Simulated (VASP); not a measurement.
**TaF3: single point with PBEsol**

Crystal: TaF3.

```
Ta F
1.0
     3.78416    0.00000    0.00000
     0.00000    3.78416    0.00000
     0.00000    0.00000    3.95972
Ta F
1 3
Direct
  0.00000 0.00000 0.00000
  0.50000 0.00000 0.00000
  0.00000 0.50000 0.00000
  0.00000 0.00000 0.50000
```

This cell differs from its parent crystal: strain -0.030 along x and y, +0.015 along z.

| Quantity | Value |
| --- | --- |
| Program | VASP 6.6.1 |
| Task | single point |
| Functional | PBEsol |
| Potentials or basis | VASP PAW PBE potentials, release 64 (Ta_pv, F) |
| Cutoff | 520 eV |
| k mesh | 12 × 12 × 12 |
| Occupations | gaussian, width 0.15 eV |
| Spin | no spin polarisation |
| Dipole correction | no |
| Further INCAR settings | ALGO = Normal; EDIFF = 1e-06; NBANDS = 24 |

```
Pressure               : 32.1 GPa
Band gap on the k mesh : zero (bands 16 and 17 overlap by 3.26 eV)
```

Stress tensor (GPa, compression positive):
```
39.48  0.00  0.00
 0.00 39.48  0.00
 0.00  0.00 17.32
```

Levels at points of the mesh, in eV from the Fermi level:
```
           k point  band 13  band 14  band 15  band 16  band 17  band 18  band 19  band 20
(0.00, 0.00, 0.00)    -9.29    -9.07    -9.07    -1.40    -1.35    -1.35    -0.65     2.58
(0.50, 0.00, 0.00)    -9.36    -9.36    -9.06    -1.23     0.54     0.57     2.04     2.34
(0.50, 0.50, 0.00)    -9.41    -9.41    -8.98     0.72     0.72     1.84     2.99     4.84
(0.00, 0.00, 0.50)    -9.75    -9.61    -9.61    -1.33     0.18     0.18     2.14     2.43
(0.50, 0.00, 0.50)    -9.91    -9.71    -8.63     0.30     0.64     1.55     4.02     4.82
(0.50, 0.50, 0.50)    -8.98    -8.62    -8.62     1.91     1.91     2.18     3.41     7.34
```

Run time: 3 min on 1 thread of Intel(R) Xeon(R) Platinum 8259CL CPU @ 2.50GHz (Skylake/Cascade Lake) (shared host), peak memory 0.33 GiB.

Caveat: the cell differs from its parent crystal (strain -0.030 along x and y, +0.015 along z); the cell stands under pressure; the PAW data sets were made with another functional, which shifts forces and pressure a little; spin-orbit coupling is left out, which moves the levels of the heavy elements.
